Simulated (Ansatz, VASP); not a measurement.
Two plane-wave programs on AgS

The input INCAR:

```
SYSTEM = AgS
ALGO = Normal ; EDIFF = 1E-6
ENCUT = 520 ; GGA = PE
ISIF = 2 ; ISMEAR = 0
LASPH = .True. ; LCHARG = .True.
LELF = .True. ; LREAL = .False.
LVHAR = .True. ; LWAVE = .False.
NBANDS = 16 ; NELM = 80
PREC = Accurate ; SIGMA = 0.1
```

The input KPOINTS:

```
k-points
0
Gamma
  18 18 18
  0 0 0
```

POSCAR

```
AgS
1.0
    0.0000000000      2.5596947764      2.5596947764
    2.5596947764      0.0000000000      2.5596947764
    2.5596947764      2.5596947764      0.0000000000
Ag S
1 1
Direct
    0.0000000000      0.0000000000      0.0000000000
    0.5000000000      0.5000000000      0.5000000000
```

Input for Ansatz:

```yaml
crystal:
  lattice:
    - [0.0, 2.5596947764, 2.5596947764]
    - [2.5596947764, 0.0, 2.5596947764]
    - [2.5596947764, 2.5596947764, 0.0]
  atoms:
    - { symbol: Ag, position: [0.0, 0.0, 0.0] }
    - { symbol: S, position: [0.5, 0.5, 0.5] }
basis:
  ecutwfc: 420
kpoints:
  mp_grid: { grid: [18, 18, 18] }
hamiltonian:
  xc: pbe
scf:
  occupations: { method: gaussian, width: 0.1 }
output:
  forces: true
  stress: true
  eigenvalues: true
```

Alike in both runs: task single point; functional PBE; k mesh 18 × 18 × 18; occupations gaussian, width 0.1 eV; no spin polarisation.

|  | VASP | Ansatz |
| --- | --- | --- |
| version | VASP 6.6.1 | Ansatz 0.2.0 |
| potentials or method | VASP PAW PBE potentials, release 64 (Ag, S), cutoff 520 eV | scalar-relativistic, plane waves, PAW |
| valence electrons in the cell | 17 | 25 |

Ansatz gave:

| Property | Result |
| --- | --- |
| gap on the k mesh at the Fermi level (eV) | none |
| pressure (GPa) | 10.0 |

Problem. What did VASP give for the same quantities?

Solution. gap on the k mesh at the Fermi level (eV): none; pressure (GPa): 9.8.

A gap of «none» marks a metal or a gap that the smearing closes. With one functional, cell and mesh, what is left measures potentials, basis and numerics. VASP's potentials hold 17 valence electrons a cell and Ansatz's 25, so a difference there can come from the potentials and not from the codes.
